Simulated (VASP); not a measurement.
Crystal: SiC.

```
C Si
1.0
     1.54159    0.89004    5.32123
    -1.54159    0.89004    5.32123
     0.00000   -1.78007    5.32123
C Si
2 2
Direct
  0.44919 0.44919 0.44919
  0.55081 0.55081 0.55081
  0.92547 0.92547 0.92547
  0.07453 0.07453 0.07453
```

Base run:

```yaml
Program: VASP 6.6.1
Functional: PBE
Potentials_or_basis: VASP PAW PBE potentials, release 64 (C, Si)
Cutoff: 520 eV
k_mesh: 10 × 10 × 10
Occupations: gaussian, width 0.01 eV
Spin: no spin polarisation
```

Its results: band gap on the k mesh 0.49 eV, indirect (least direct gap 1.81 eV); pressure 2.5 GPa; largest force 0.231 eV/Å.

The run is repeated on the same cell with these changes: functional from PBE to r2SCAN. What comes out?

Band gap on the k mesh 0.70 eV, indirect (least direct gap 2.12 eV); pressure -0.2 GPa; largest force 0.034 eV/Å.

r2SCAN gives the wider gap, since meta-GGAs in the generalised Kohn-Sham scheme recover part of the derivative discontinuity.

Caveats: the PAW data sets were made with another functional, which shifts forces and pressure a little (some runs).

A k mesh can miss the band edges.
